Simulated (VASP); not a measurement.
# NaBe2Se2 (P-6m2) in VASP: further runs, part 2 of 2

VASP 6.6.1. The steps go on from the part before.

## Step 3: Relaxation of cell and atoms, PBE

This run uses another cell than the first one, of 18.79 Å³/atom, 1.004 times its volume.

Input file INCAR:

```
SYSTEM = NaBe2Se2
PREC     = Accurate       ! precision mode
ENCUT    = 600            ! plane-wave cutoff, eV
EDIFF    = 1E-7           ! SCF threshold, eV
ISMEAR   = 0              ! smearing method
SIGMA    = 0.1            ! smearing width, eV
LREAL    = .False.        ! projectors in reciprocal space
LASPH    = .True.         ! aspherical terms in the spheres
NELM     = 100            ! most SCF steps
ALGO     = Normal         ! electronic algorithm
ISIF     = 3              ! what is computed and relaxed
LWAVE    = .False.        ! write WAVECAR
LCHARG   = .False.        ! write CHGCAR
GGA      = PE             ! functional
IBRION   = 2              ! ionic algorithm
NSW      = 100            ! ionic steps
EDIFFG   = -0.01          ! ionic threshold
```

Input file KPOINTS:

```
regular mesh
0
Gamma
  12 12 6
  0 0 0
```

Input file POSCAR:

```
NaBe2Se2
1.0
    3.6728285451      0.0000000000      0.0000000000
   -1.8364142725      3.1807628238      0.0000000000
    0.0000000000      0.0000000000      8.0424778914
Na Be Se
1 2 2
Direct
    0.3333333333      0.6666666667      0.5000000000
    0.6666666667      0.3333333333      0.1463043140
    0.6666666667      0.3333333333      0.8536956860
    0.0000000000      0.0000000000      0.2277184277
    0.0000000000      0.0000000000      0.7722815723
```

Potentials or basis: VASP PAW PBE potentials, release 64 (Na_pv, Be, Se).

Launch:

```bash
> cat potpaw_PBE.64/Na_pv/POTCAR potpaw_PBE.64/Be/POTCAR potpaw_PBE.64/Se/POTCAR > POTCAR
> mpirun -np 1 vasp_std > vasp.out
```

OUTCAR:

```text
SYSTEM = NaBe2Se2
   PREC = Accurate
   ENCUT = 600
   EDIFF = 1E-7
   ISMEAR = 0
   LREAL = .False.
   LASPH = .True.
   NELM = 100
   ISIF = 3
   GGA = PE
   IBRION = 2
   NSW = 100
   EDIFFG = -0.01

 ion  position               nearest neighbor table
   1  0.333  0.667  0.500-
   2  0.667  0.333  0.146-   4 2.22   4 2.22   4 2.22   3 2.35
   3  0.667  0.333  0.854-   5 2.22   5 2.22   5 2.22   2 2.35
   4  0.000  0.000  0.228-   2 2.22   2 2.22   2 2.22
   5  0.000  0.000  0.772-   3 2.22   3 2.22   3 2.22

  LATTYP: Found a hexagonal cell.
 ALAT       =     3.6728285451
 C/A-ratio  =     2.1897232045

  Lattice vectors:

 A1 = (   3.6728285451,   0.0000000000,   0.0000000000)
 A2 = (  -1.8364142725,   3.1807628238,   0.0000000000)
 A3 = (   0.0000000000,   0.0000000000,   8.0424778914)

Analysis of symmetry for initial positions (statically):
[... 313 lines left out ...]
 Fermi energy:         3.8224173507

 k-point     1 :       0.0000    0.0000    0.0000
  band No.  band energies     occupation
      1     -21.1573      2.00000
      2     -21.1573      2.00000
      3     -21.1572      2.00000
      4     -10.7892      2.00000
      5     -10.4394      2.00000
      6      -2.1160      2.00000
      7       0.8706      2.00000
      8       1.5437      2.00000
      9       1.5437      2.00000
     10       1.8552      2.00000
     11       1.8552      2.00000
     12       3.4224      2.00000
     13       6.6971      0.00000
     14       6.7689      0.00000
[... 401 lines left out ...]
      2     -21.1633      2.00000
      3     -21.1514      2.00000
      4     -10.0901      2.00000
      5      -9.8169      2.00000
      6      -2.0924      2.00000
      7      -1.5776      2.00000
      8      -0.8535      2.00000
      9       0.4269      2.00000
     10       0.7938      2.00000
     11       1.2730      2.00000
     12       3.9356      0.10935
     13       5.5824      0.00000
     14       6.7029      0.00000
     15       7.0373      0.00000

 [... further k-points ...]
[... 5 lines left out ...]
  --------------------------------------------------------------------------------------
  -------------------------------------------------------------------------------------
  Total       -0.0114771     -0.0114771      0.0039686     -0.0000000      0.0000000      0.0000000
  in kB       -0.1959927     -0.1959927      0.0677716     -0.0000000      0.0000000      0.0000000
  external PRESSURE =      -0.1080712 kB  Pullay stress =       0.0000000 kB
[... 20 lines left out ...]
  FREE ENERGIE OF THE ION-ELECTRON SYSTEM (eV)
  ---------------------------------------------------
  free  energy   TOTEN  =       -18.4736546622 eV

  energy  without entropy=      -18.4685223064  energy(sigma->0) =      -18.47108848

 reached required accuracy - stopping structural energy minimisation
```

OSZICAR:

```text
N       E                     dE             d eps       ncg     rms          rms(c)
DAV:   1     0.146582138563E+03    0.14658E+03   -0.11334E+04  2280   0.153E+03
DAV:   2    -0.821088420760E+00   -0.14740E+03   -0.14513E+03  2371   0.311E+02
DAV:   3    -0.184599474506E+02   -0.17639E+02   -0.17241E+02  3057   0.101E+02
[... 29 lines left out ...]
DAV:   2    -0.184737017618E+02    0.18021E-03   -0.37227E-04  3001   0.190E-01    0.425E-02
DAV:   3    -0.184736567726E+02    0.44989E-04   -0.14707E-04  2714   0.981E-02    0.160E-02
DAV:   4    -0.184736551091E+02    0.16634E-05   -0.35246E-06  2742   0.164E-02    0.963E-03
DAV:   5    -0.184736547315E+02    0.37757E-06   -0.83418E-07  3001   0.670E-03    0.175E-03
DAV:   6    -0.184736546622E+02    0.69395E-07   -0.65363E-08  1602   0.213E-03
   4 F= -.18473655E+02 E0= -.18471088E+02  d E =-.615983E-04
```

CONTCAR:

```text
NaBe2Se2
   1.00000000000000
     3.6760340695646274    0.0000000000000503    0.0000000000000000
    -1.8380170347322264    3.1835388894187915    0.0000000000000000
     0.0000000000000000    0.0000000000000000    8.0170366891645859
  Na              Be              Se
     1     2     2
Direct
     0.3333333332999970    0.6666666667000030    0.5000000000000000
     0.6666666667000030    0.3333333332999970    0.1460102545111785
     0.6666666667000030    0.3333333332999970    0.8539897454888215
     0.0000000000000000    0.0000000000000000    0.2280646326088057
     0.0000000000000000    0.0000000000000000    0.7719353673911943

  0.00000000E+00  0.00000000E+00  0.00000000E+00
  0.00000000E+00  0.00000000E+00  0.00000000E+00
  0.00000000E+00  0.00000000E+00  0.00000000E+00
  0.00000000E+00  0.00000000E+00  0.00000000E+00
  0.00000000E+00  0.00000000E+00  0.00000000E+00
```

Wall time 2 min (1 thread of Intel Xeon 6975P-C (Granite Rapids), shared host); peak memory 0.34 GiB.

What came out:

```yaml
Free_energy: -18.4737 eV
Relaxed_volume: 18.76 Å³/atom
Relaxed_cell: a = 3.676 Å, b = 3.676 Å, c = 8.017 Å, α = 90.00°, β = 90.00°, γ = 120.00°
Space_group_after_relaxing_to_0.05_Å: P-6m2 (No. 187)
Energy_gained_by_relaxing: 0.1 meV/atom
Ionic_steps: 4
Pressure_after_relaxing: 0.0 GPa
Largest_force_after_relaxing: 0.009 eV/Å
```

Forces in eV/Å, atoms in the order of the input:
```
Na   0.000  0.000  0.000
Be   0.000  0.000  0.005
Be   0.000  0.000 -0.005
Se   0.000  0.000  0.009
Se   0.000  0.000 -0.009
```

The path:
| step | energy change (eV) | largest force (eV/Å) | pressure (GPa) | volume (Å³) |
| --- | --- | --- | --- | --- |
| 1 | 0.0000 | 0.0281 | 0.01 | 93.96 |
| 2 | -0.0003 | 0.0166 | -0.05 | 93.97 |
| 3 | -0.0004 | 0.0123 | -0.09 | 93.97 |
| 4 | -0.0005 | 0.0088 | -0.01 | 93.82 |

Final structure:
```
CELL_PARAMETERS angstrom
3.67603 0.00000 0.00000
-1.83802 3.18354 0.00000
0.00000 0.00000 8.01704
ATOMIC_POSITIONS crystal
Na 0.33333 0.66667 0.50000
Be 0.66667 0.33333 0.14601
Be 0.66667 0.33333 0.85399
Se 0.00000 0.00000 0.22806
Se 0.00000 0.00000 0.77194
```

Levels at points of the mesh, in eV from the Fermi level:
| k point | band 9 | band 10 | band 11 | band 12 | band 13 | band 14 |
| --- | --- | --- | --- | --- | --- | --- |
| (0.00, 0.00, 0.00) | -2.28 | -1.97 | -1.97 | -0.40 | 2.87 | 2.95 |
| (0.50, 0.00, 0.00) | -3.68 | -3.29 | -2.07 | -0.84 | 1.60 | 2.76 |
| (0.00, 0.00, 0.50) | -2.24 | -2.01 | -2.01 | 1.25 | 2.26 | 3.17 |
| (0.50, 0.00, 0.50) | -3.64 | -3.32 | -2.88 | -0.46 | 2.02 | 2.13 |

## Step 4: Single point, PBE

This run uses another cell than the first one, of 13.37 Å³/atom, 0.714 times its volume.

Input file INCAR:

```
SYSTEM = NaBe2Se2
  ALGO = Normal
  EDIFF = 1E-6
  ENCUT = 520
  GGA = PE
  ISIF = 2
  ISMEAR = 0
  LASPH = .TRUE.
  LCHARG = .TRUE.
  LELF = .TRUE.
  LREAL = .FALSE.
  LVHAR = .TRUE.
  LWAVE = .FALSE.
  NBANDS = 20
  NELM = 100
  PREC = Accurate
  SIGMA = 0.1
```

Input file KPOINTS:

```
k-points
0
G
  6 6 2
  0 0 0
```

Input file POSCAR:

```
NaBe2Se2
1.0
    3.1430844600      0.0000000000      0.0000000000
   -1.5715422300      2.7219909900      0.0000000000
    0.0000000000      0.0000000000      7.8120523800
Na Be Se
1 2 2
Direct
    0.3333333300      0.6666666700      0.5000000000
    0.6666666700      0.3333333300      0.1283359100
    0.6666666700      0.3333333300      0.8716640900
    0.0000000000      0.0000000000      0.2566718700
    0.0000000000      0.0000000000      0.7433281300
```

Launch:

```bash
> cat potpaw_PBE.64/Na_pv/POTCAR potpaw_PBE.64/Be/POTCAR potpaw_PBE.64/Se/POTCAR > POTCAR
> mpirun -np 1 vasp_std > vasp.out
```

Wall time 8 s (1 thread of Intel Xeon 6975P-C (Granite Rapids), shared host); peak memory 0.18 GiB.

Results (log left out):

* Free energy: -15.2683 eV
* Pressure: 35.3 GPa
* Largest force: 1.002 eV/Å

Forces on the atoms (eV/Å):
```
Na   0.000  0.000  0.000
Be   0.000  0.000  0.666
Be   0.000  0.000 -0.666
Se   0.000  0.000 -1.002
Se   0.000  0.000  1.002
```

Stress tensor (GPa, compression positive):
```
41.77  0.00  0.00
 0.00 41.77  0.00
 0.00  0.00 22.30
```

Levels at points of the mesh, in eV from the Fermi level:
| k point | band 9 | band 10 | band 11 | band 12 | band 13 | band 14 | band 15 | band 16 |
| --- | --- | --- | --- | --- | --- | --- | --- | --- |
| (0.00, 0.00, 0.00) | 0.35 | 0.35 | 0.65 | 0.65 | 6.04 | 6.04 | 6.41 | 7.04 |
| (0.50, 0.00, 0.00) | -2.21 | -2.07 | -1.73 | -0.78 | 2.86 | 4.41 | 4.72 | 5.46 |
| (0.00, 0.00, 0.50) | 0.43 | 0.56 | 0.56 | 0.56 | 4.44 | 6.05 | 6.05 | 6.99 |
| (0.50, 0.00, 0.50) | -3.34 | -2.05 | -1.75 | -0.49 | 2.81 | 4.13 | 4.57 | 5.22 |

Caveat: the k points lie up to 0.40 Å⁻¹ apart; forces of over 1 eV/Å act on the atoms, so gaps and moduli don't describe the material at rest.

## Step 5: The runs side by side

| task | cell | k mesh | cutoff (eV) | gap on the mesh (eV) | pressure (GPa) | largest force (eV/Å) |
| --- | --- | --- | --- | --- | --- | --- |
| single point | a = 3.672, b = 3.672, c = 8.011 Å, angles 90.0, 90.0, 120.0°, 5 atoms | 12 × 12 × 6 | 520 | none | 0.1 | 0.01 |
| relaxation of cell and atoms | relaxed from a = 3.673, b = 3.673, c = 8.042 Å, angles 90.0, 90.0, 120.0°, 5 atoms | 12 × 12 × 6 | 600 | none | 0.0 | 0.01 |
| single point | a = 3.143, b = 3.143, c = 7.812 Å, angles 90.0, 90.0, 120.0°, 5 atoms | 6 × 6 × 2 | 520 | none | 35.3 | 1.00 |

Alike in all rows: level PBE; potentials or basis VASP PAW PBE potentials, release 64 (Na_pv, Be, Se); no spin polarisation; smearing gaussian 0.1 eV.

Caveats: some runs use coarse meshes; forces of over 1 eV/Å act on the atoms, so gaps and moduli don't describe the material at rest (some runs).

Absolute energies hang on the potentials; compare differences alone.
